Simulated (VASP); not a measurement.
Wanted: the native input for a VASP 6.6.1 run.

```yaml
Task: single point
Functional: r2SCAN
Potentials_or_basis: VASP PAW PBE potentials, release 64 (Na_pv)
Cutoff: 520 eV
k_mesh: 11 × 11 × 11
Occupations: fermi-dirac, width 1 eV
Spin: no spin polarisation
Dipole_correction: no
Further_INCAR_settings: ALGO = Normal; EDIFF = 1e-06; NBANDS = 10
```

Na:

```
CELL_PARAMETERS angstrom
-2.11250 2.11250 2.11250
2.11250 -2.11250 2.11250
2.11250 2.11250 -2.11250
ATOMIC_POSITIONS crystal
Na 0.00000 0.00000 0.00000
```

The input as run:

POSCAR

```
Na
1.0
   -2.1125000000      2.1125000000      2.1125000000
    2.1125000000     -2.1125000000      2.1125000000
    2.1125000000      2.1125000000     -2.1125000000
Na
1
Direct
    0.0000000000      0.0000000000      0.0000000000
```

INCAR.step1

```
  ALGO = Normal
  EDIFF = 1E-4
  ENCUT = 520
  GGA = PE
  ISMEAR = -1
  LASPH = True
  LCHARG = False
  LREAL = False
  LWAVE = True
  NBANDS = 10
  NELM = 60
  PREC = Accurate
  SIGMA = 1.0
```

INCAR.step2

```
  ALGO = Normal
  EDIFF = 1E-6
  ENCUT = 520
  ISIF = 2
  ISMEAR = -1
  ISTART = 1
  LASPH = True
  LCHARG = False
  LMIXTAU = True
  LREAL = False
  LWAVE = False
  METAGGA = R2SCAN
  NBANDS = 10
  NELM = 60
  PREC = Accurate
  SIGMA = 1.0
```

KPOINTS

```
k-points
0
Gamma
  11 11 11
```

Potentials or basis: VASP PAW PBE potentials, release 64 (Na_pv).

The run is started by

```sh
$ cat potpaw_PBE.64/Na_pv/POTCAR > POTCAR
$ cp INCAR.step1 INCAR
$ mpirun -np 1 vasp_std > vasp.out
$ cp INCAR.step2 INCAR
$ mpirun -np 1 vasp_std > vasp.out
```

Results of the run:

```yaml
Pressure: 1.5 GPa
```

Caveat: the PAW data sets were made with another functional, which shifts forces and pressure a little.

Wall time 55 s on 1 thread of Intel Xeon 6975P-C, on a shared host, peak memory 0.16 GiB.
